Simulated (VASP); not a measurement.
# Nb: single point with r2SCAN

Nb:

```xyz
1
Lattice="0.0000 2.1150 2.1150 2.0621 0.0000 2.1150 2.0621 2.1150 0.0000" Properties=species:S:1:pos:R:3 pbc="T T T"
Nb    0.0000    0.0000    0.0000
```

This cell differs from its parent crystal: strain -0.0250 x Voigt [1, 0, 0, 0, 0, 0].

- Program: VASP 6.6.1
- Task: single point
- Functional: r2SCAN
- Potentials or basis: VASP PAW PBE potentials, release 64 (Nb_sv)
- Cutoff: 520 eV
- k mesh: 20 × 20 × 20
- Occupations: gaussian, width 0.15 eV
- Spin: no spin polarisation
- Dipole correction: no
- Further INCAR settings: ALGO = Normal; EDIFF = 1e-07; NBANDS = 12

* Pressure: 1.8 GPa
* Band gap on the k mesh: zero (an odd number of electrons rules out a gap without spin polarisation)

Stress tensor (GPa, compression positive):
```
-3.20  0.00  0.00
 0.00  4.34  0.00
 0.00  0.00  4.34
```

Levels at points of the mesh, in eV from the Fermi level:
| k point | band 4 | band 5 | band 6 | band 7 | band 8 | band 9 |
| --- | --- | --- | --- | --- | --- | --- |
| (0.00, 0.00, 0.00) | -31.20 | -6.64 | 0.02 | 0.02 | 0.36 | 2.79 |
| (0.50, 0.00, 0.00) | -31.35 | -4.12 | -0.20 | 0.17 | 1.33 | 4.93 |
| (0.50, 0.50, 0.00) | -31.63 | -4.34 | -3.59 | 3.59 | 5.07 | 5.41 |
| (0.00, 0.50, 0.50) | -31.71 | -4.34 | -3.64 | 4.07 | 5.04 | 5.55 |

Wall time 2.6 min on 1 thread of Intel(R) Xeon(R) 6975P-C (Granite Rapids), with other jobs on the host, peak memory 0.26 GiB.

Caveat: the cell differs from its parent crystal (strain -0.0250 x Voigt [1, 0, 0, 0, 0, 0]); the stress differs along the axes, from -3 to 4 GPa; the PAW data sets were made with another functional, which shifts forces and pressure a little.
